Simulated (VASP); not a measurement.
# TaVN2 (P4/mmm) in VASP: a series of runs, part 2 of 2

VASP 6.6.1.

**5. Single point, PBE, collinear spin, ferromagnetic start**

This run uses another cell than the first one, of 9.99 Å³/atom, 1.064 times its volume.

Contents of INCAR:

```
SYSTEM = TaVN2
ALGO = Normal
EDIFF = 1E-6
ENCUT = 520
GGA = PE
ISIF = 2
ISMEAR = -1
ISPIN = 2
LASPH = .True.
LCHARG = .True.
LELF = .True.
LMAXMIX = 4
LORBIT = 11
LREAL = .False.
LVHAR = .True.
LWAVE = .False.
MAGMOM = 0 2 0 0
NBANDS = 29
NELM = 150
PREC = Accurate
SIGMA = 0.05
```

Contents of KPOINTS:

```
k-points
0
Gamma
  9 9 6
  0 0 0
```

Contents of POSCAR:

```
TaVN2
1.0
    3.0498670000      0.0000000000      0.0000000000
    0.0000000000      3.0498670000      0.0000000000
    0.0000000000      0.0000000000      4.2960620000
Ta V N
1 1 2
Direct
    0.0000000000      0.0000000000      0.0000000000
    0.5000000000      0.5000000000      0.5000000000
    0.5000000000      0.5000000000      0.0000000000
    0.0000000000      0.0000000000      0.5000000000
```

Potentials or basis: VASP PAW PBE potentials, release 64 (Ta_pv, V_sv, N).

Run with:

```console
$ cat potpaw_PBE.64/Ta_pv/POTCAR potpaw_PBE.64/V_sv/POTCAR potpaw_PBE.64/N/POTCAR > POTCAR
$ mpirun -np 1 vasp_std > vasp.out
```

OUTCAR:

```text
SYSTEM = TaVN2
   EDIFF = 1E-6
   ENCUT = 520
   GGA = PE
   ISIF = 2
   ISMEAR = -1
   ISPIN = 2
   LASPH = .True.
   LORBIT = 11
   LREAL = .False.
   NELM = 150
   PREC = Accurate

 ion  position               nearest neighbor table
   1  0.000  0.000  0.000-   4 2.15   4 2.15   3 2.16   3 2.16   3 2.16   3 2.16   2 3.04   2 3.04
                             2 3.04   2 3.04   2 3.04   2 3.04   2 3.04   2 3.04
   2  0.500  0.500  0.500-   3 2.15   3 2.15   4 2.16   4 2.16   4 2.16   4 2.16   1 3.04   1 3.04
                             1 3.04   1 3.04   1 3.04   1 3.04   1 3.04   1 3.04
   3  0.500  0.500  0.000-   2 2.15   2 2.15   1 2.16   1 2.16   1 2.16   1 2.16
   4  0.000  0.000  0.500-   1 2.15   1 2.15   2 2.16   2 2.16   2 2.16   2 2.16

  LATTYP: Found a simple tetragonal cell.
 ALAT       =     3.0498670000
 C/A-ratio  =     1.4086063425

  Lattice vectors:

 A1 = (   3.0498670000,   0.0000000000,   0.0000000000)
 A2 = (   0.0000000000,   3.0498670000,   0.0000000000)
 A3 = (   0.0000000000,   0.0000000000,   4.2960620000)

Analysis of symmetry for initial positions (statically):
=====================================================================
 Subroutine PRICEL returns:
 Original cell was already a primitive cell.

 Routine SETGRP: Setting up the symmetry group for a
 simple tetragonal supercell.

 Subroutine GETGRP returns: Found 16 space group operations
 (whereof 16 operations were pure point group operations)
 out of a pool of 16 trial point group operations.

The static configuration has the point symmetry D_4h.

Analysis of symmetry for dynamics (positions and initial velocities):
=====================================================================
 Subroutine PRICEL returns:
 Original cell was already a primitive cell.

 Routine SETGRP: Setting up the symmetry group for a
 simple tetragonal supercell.

 Subroutine GETGRP returns: Found 16 space group operations
 (whereof 16 operations were pure point group operations)
 out of a pool of 16 trial point group operations.

The dynamic configuration has the point symmetry D_4h.

Analysis of structural, dynamic, and magnetic symmetry:
=====================================================================
 Subroutine PRICEL returns:
 Original cell was already a primitive cell.

 Routine SETGRP: Setting up the symmetry group for a
 simple tetragonal supercell.

 Subroutine GETGRP returns: Found 16 space group operations
 (whereof 16 operations were pure point group operations)
 out of a pool of 16 trial point group operations.

The overall configuration has the point symmetry D_4h.

 Subroutine INISYM returns: Found 16 space group operations
 (whereof 16 operations are pure point group operations),
 and found     1 'primitive' translations

----------------------------------------------------------------------------------------

                                     Primitive cell

  volume of cell :      39.9606

  direct lattice vectors                    reciprocal lattice vectors
     3.049867000  0.000000000  0.000000000     0.327883150  0.000000000  0.000000000
     0.000000000  3.049867000  0.000000000     0.000000000  0.327883150  0.000000000
     0.000000000  0.000000000  4.296062000     0.000000000  0.000000000  0.232771315
[... 80 lines left out ...]
   ISTART =      0    job   : 0-new  1-cont  2-samecut
   ICHARG =      2    charge: 1-file 2-atom 10-const
   ISPIN  =      2    spin polarized calculation?
   LNONCOLLINEAR =      F non collinear calculations
   LSORBIT =      F    spin-orbit coupling
   LASPH  =      T    aspherical Exc in radial PAW
   ENCUT  =  520.0 eV  38.22 Ry    6.18 a.u.   5.67  5.67  7.99*2*pi/ulx,y,z
   NELM   =    150;   NELMIN=  2; NELMDL= -5     # of ELM steps
   EDIFF  = 0.1E-05   stopping-criterion for ELM
   LREAL  =      F    real-space projection
   EDIFFG = 0.1E-04   stopping-criterion for IOM
   NSW    =      0    number of steps for IOM
   IBRION =     -1    ionic relax: 0-MD 1-quasi-New 2-CG
   NFREE  =      0    steps in history (QN), initial steepest desc. (CG)
   ISIF   =      2    stress and relaxation
   ISYM   =      2    0-nonsym 1-usesym 2-fastsym
   POTIM  = 0.5000    time-step for ionic-motion
   TEBEG  =    0.0;   TEEND  =   0.0 temperature during run
   PSTRESS=    0.0 pullay stress
   NELECT =      34.0000    total number of electrons
   NUPDOWN=      -1.0000    fix difference up-down
   EMIN   =  10.00;   EMAX   =-10.00  energy-range for DOS
   EFERMI =   0.00;   METHOD = LEGACY
   ISMEAR =    -1;   SIGMA  =   0.05  broadening in eV -4-tet -1-fermi 0-gaus
   EFERMI_NEDOS =   21; number of points for ismear=-14 and -15
   IALGO  =     38    algorithm
   IMIX   =      4    mixing-type and parameters
     AMIX     =   0.40;   BMIX     =  1.00
     AMIX_MAG =   1.60;   BMIX_MAG =  1.00
  volume/ion in A,a.u.               =       9.99        67.42
  Fermi-wavevector in a.u.,A,eV,Ry     =   1.551281  2.931495 32.742032  2.406471
  Thomas-Fermi vector in A             =   2.655823
   LORBIT       =     11    0 simple, 1 ext, 2 COOP (PROOUT), +10 PAW based schemes
   GGA     = PE    functional components
   LHFCALC =     F    Hartree Fock is set to
   AEXX    =    0.0000 exact exchange contribution
   IVDW    =     0    specifies the selected vdW correction
   LEPSILON=     F    determine dielectric tensor
   LRPA    =     F    only Hartree local field effects (RPA)
 spin polarized calculation
  energy-cutoff  :      520.00
  volume of cell :       39.96
 maximum number of plane-waves:      1100
 NGX is ok and might be reduce to    24
   NGX = 11   NGY = 11   NGZ = 15

 number of electron      33.9999991 magnetization       1.1447673

 Free energy of the ion-electron system (eV)
  ---------------------------------------------------
  ext. energy  EPLUGINS =         0.00000000
  ---------------------------------------------------
  free energy    TOTEN  =       -41.26675059 eV

  energy without entropy =      -41.24694211  energy(sigma->0) =      -41.25684635

 E-fermi :  10.1842     XC(G=0): -13.3087

 val. band max:       10.1691753654   @ k =   0.3333   0.0000   0.3333
 cond. band min:      10.1902421869   @ k =   0.3333   0.1111   0.3333
 fundamental gap:      0.0210668214
 Fermi energy:        10.1842186725

 spin component 1

 k-point     1 :       0.0000    0.0000    0.0000
  band No.  band energies     occupation
      1     -55.3320      1.00000
      2     -29.2342      1.00000
      3     -29.1503      1.00000
      4     -29.1503      1.00000
      5     -25.8426      1.00000
      6     -25.6587      1.00000
[... 757 lines left out ...]
     28      21.2911      0.00000
     29      21.8169      0.00000

 [... further k-points ...]

 spin component 2

 k-point     1 :       0.0000    0.0000    0.0000
  band No.  band energies     occupation
      1     -54.2344      1.00000
      2     -28.1541      1.00000
      3     -28.1541      1.00000
      4     -27.9943      1.00000
      5     -25.8915      1.00000
      6     -25.6867      1.00000
[... 757 lines left out ...]
     28      21.4766      0.00000
     29      22.1690      0.00000

 [... further k-points ...]
[... 5 lines left out ...]
  --------------------------------------------------------------------------------------
  -------------------------------------------------------------------------------------
  Total        0.0004842      0.0004842     -0.0464628      0.0000000     -0.0000000     -0.0000000
  in kB        0.0194145      0.0194145     -1.8628760      0.0000000     -0.0000000     -0.0000000
  external PRESSURE =      -0.6080157 kB  Pullay stress =       0.0000000 kB

 VOLUME and BASIS-vectors are now :
 -----------------------------------------------------------------------------
  energy-cutoff  :      520.00
  volume of cell :       39.96
      direct lattice vectors                 reciprocal lattice vectors
     3.049867000  0.000000000  0.000000000     0.327883150  0.000000000  0.000000000
     0.000000000  3.049867000  0.000000000     0.000000000  0.327883150  0.000000000
     0.000000000  0.000000000  4.296062000     0.000000000  0.000000000  0.232771315

 POSITION                                       TOTAL-FORCE (eV/Angst)
 -----------------------------------------------------------------------------------
      0.00000      0.00000      0.00000         0.000000      0.000000      0.000000
      1.52493      1.52493      2.14803         0.000000      0.000000      0.000000
      1.52493      1.52493      0.00000         0.000000      0.000000      0.000000
      0.00000      0.00000      2.14803         0.000000      0.000000      0.000000
 -----------------------------------------------------------------------------------
    total drift:                                0.000000     -0.000000     -0.000000

  FREE ENERGIE OF THE ION-ELECTRON SYSTEM (eV)
  ---------------------------------------------------
  free  energy   TOTEN  =       -41.2667505912 eV

  energy  without entropy=      -41.2469421120  energy(sigma->0) =      -41.25684635

 total charge

# of ion       s       p       d       tot
------------------------------------------
    1        0.300   6.264   2.381   8.944
    2        2.199   6.207   3.149  11.555
    3        1.234   2.547   0.000   3.781
    4        1.235   2.503   0.000   3.737
--------------------------------------------------
tot          4.968  17.521   5.529  28.018

 magnetization (x)

# of ion       s       p       d       tot
------------------------------------------
    1        0.002  -0.002  -0.059  -0.059
    2        0.007   0.007   1.076   1.090
    3        0.000   0.016   0.000   0.017
    4        0.001   0.018   0.000   0.018
--------------------------------------------------
tot          0.010   0.039   1.017   1.066
```

stdout:

```text
POSCAR found type information on POSCAR TaV N
 POSCAR found :  3 types and       4 ions
 scaLAPACK will be used
 LDA part: xc-table for (Slater+PW92), standard interpolation
 POSCAR, INCAR and KPOINTS ok, starting setup
 FFT: planning ... GRIDC
 FFT: planning ... GRID_SOFT
 FFT: planning ... GRID
 WAVECAR not read
 entering main loop
```

Wall time 1.7 min (1 thread of Intel Xeon 6975P-C, shared host); peak memory 0.24 GiB.

Results:

```
Free energy                                           : -41.2668 eV
Pressure                                              : -0.1 GPa
Net moment                                            : 1.14 μB per cell
Site moments                                          : Ta -0.06; V +1.09; N +0.02 μB
Valence electrons inside the program's atomic spheres : Ta 8.94; V 11.55; N 3.78, 3.74
```

Levels at points of the mesh, in eV from the Fermi level:
Spin up:
```tsv
k point	band 14	band 15	band 16	band 17	band 18	band 19	band 20	band 21
(0.00, 0.00, 0.00)	-2.90	-2.88	-2.88	-1.86	-1.86	-1.74	-0.44	-0.23
(0.00, 0.00, 0.50)	-4.11	-4.11	-4.01	-2.78	-0.22	0.10	0.10	1.34
```
Spin down:
| k point | band 15 | band 16 | band 17 | band 18 | band 19 | band 20 |
| --- | --- | --- | --- | --- | --- | --- |
| (0.00, 0.00, 0.00) | -2.86 | -2.82 | -1.15 | -1.15 | -1.11 | 0.10 |
| (0.00, 0.00, 0.50) | -4.11 | -4.02 | -2.04 | 0.44 | 1.32 | 1.36 |

Caveat: spin-orbit coupling is left out, which moves the levels of the heavy elements.

**6. Summary**

```csv
cell,gap on the mesh (eV),pressure (GPa),moment (μB)
"a = 2.988, b = 2.988, c = 4.208 Å, 4 atoms",none,19.5,0.00
"a = 3.009, b = 3.009, c = 4.238 Å, 4 atoms",none,11.4,0.00
"a = 3.029, b = 3.029, c = 4.267 Å, 4 atoms",none,6.2,1.05
"a = 3.050, b = 3.050, c = 4.296 Å, 4 atoms",none,-0.1,1.14
```

Alike in all rows: task single point; level PBE; potentials or basis VASP PAW PBE potentials, release 64 (Ta_pv, V_sv, N); spin collinear, ferromagnetic start; k mesh 9 × 9 × 6; cutoff (eV) 520; smearing fermi-dirac 0.05 eV.

Caveats: spin-orbit coupling is left out, which moves the levels of the heavy elements.

Absolute energies hang on the potentials; compare differences alone.
